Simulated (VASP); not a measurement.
Ti:

```xyz
6
Lattice="0.0000 4.2036 3.1247 4.0326 0.0000 3.1247 4.0326 4.2036 0.0000" Properties=species:S:1:pos:R:3 pbc="T T T"
Ti    4.0326    5.9804    4.4455
Ti    4.0326    2.4267    4.4455
Ti    2.0163    4.5285    2.8831
Ti    6.0489    3.8786    2.8831
Ti    4.0326    4.2036    5.4682
Ti    2.0163    2.1018    0.7812
```

The cell was generated, and may not be a known phase.

| Quantity | Value |
| --- | --- |
| Program | VASP 6.6.1 |
| Task | relaxation of cell and atoms |
| Functional | PBE |
| Potentials or basis | VASP PAW PBE potentials, release 64 (Ti_sv) |
| Cutoff | 500 eV |
| k mesh | 4 × 4 × 4 |
| Occupations | gaussian, width 0.1 eV |
| Spin | no spin polarisation |

At the start: pressure 16.0 GPa; volume 17.66 Å³/atom.

Question: How do energy, volume and symmetry change on relaxing?

Answer: Over 20 steps the energy falls by 1635.7 meV/atom and the volume is 17.16 Å³/atom (-2.8 %); space group Fdd2 (No. 43, to 0.1 Å) before, Fddd (No. 70, to 0.1 Å).

The path:
| step | energy change (eV) | largest force (eV/Å) | pressure (GPa) | volume (Å³) |
| --- | --- | --- | --- | --- |
| 1 | 0.0000 | 4.5160 | 16.01 | 105.93 |
| 2 | -4.5213 | 2.1787 | -9.00 | 134.54 |
| 3 | -4.5833 | 1.9852 | -10.32 | 137.56 |
| 4 | -7.3943 | 1.7299 | -7.42 | 120.08 |
| 5 | -8.7200 | 1.2503 | 1.11 | 105.22 |
| 6 | -8.7468 | 0.9695 | 7.53 | 98.58 |
| 7 | -8.7855 | 1.0503 | 5.61 | 100.34 |
| 8 | -9.3924 | 0.4742 | -0.19 | 104.38 |
| 9 | -9.4113 | 0.4648 | -1.23 | 105.31 |
| 10 | -9.6596 | 0.3486 | 0.35 | 103.16 |
| 11 | -9.7546 | 0.1646 | 2.89 | 100.50 |
| 12 | -9.7461 | 0.1612 | -3.34 | 106.58 |
| 13 | -9.7896 | 0.1643 | -0.26 | 103.35 |
| 14 | -9.7992 | 0.1091 | -0.08 | 103.18 |
| 15 | -9.8039 | 0.0881 | 0.13 | 102.96 |
| 16 | -9.8088 | 0.0703 | -0.17 | 103.26 |
| 17 | -9.8100 | 0.0629 | -0.38 | 103.48 |
| 18 | -9.8112 | 0.0490 | 0.66 | 102.49 |
| 19 | -9.8117 | 0.0530 | 0.29 | 102.84 |
| 20 | -9.8144 | 0.0328 | 0.19 | 102.93 |

Final structure:
```cif
data_structure
_symmetry_space_group_name_H-M 'P 1'
_symmetry_Int_Tables_number 1
_cell_length_a 5.3877
_cell_length_b 4.9537
_cell_length_c 6.3611
_cell_angle_alpha 55.191
_cell_angle_beta 49.019
_cell_angle_gamma 75.790
_cell_volume 102.93
loop_
_atom_site_label
_atom_site_type_symbol
_atom_site_fract_x
_atom_site_fract_y
_atom_site_fract_z
_atom_site_occupancy
Ti1 Ti 0.85166 0.51317 0.65354 1
Ti2 Ti 0.51317 0.85166 0.98163 1
Ti3 Ti 0.59646 0.26837 0.39834 1
Ti4 Ti 0.26837 0.59646 0.73683 1
Ti5 Ti 0.93287 0.93287 0.06713 1
Ti6 Ti 0.18287 0.18287 0.31713 1
```

Caveat: the k points lie up to 0.39 Å⁻¹ apart in the final cell.
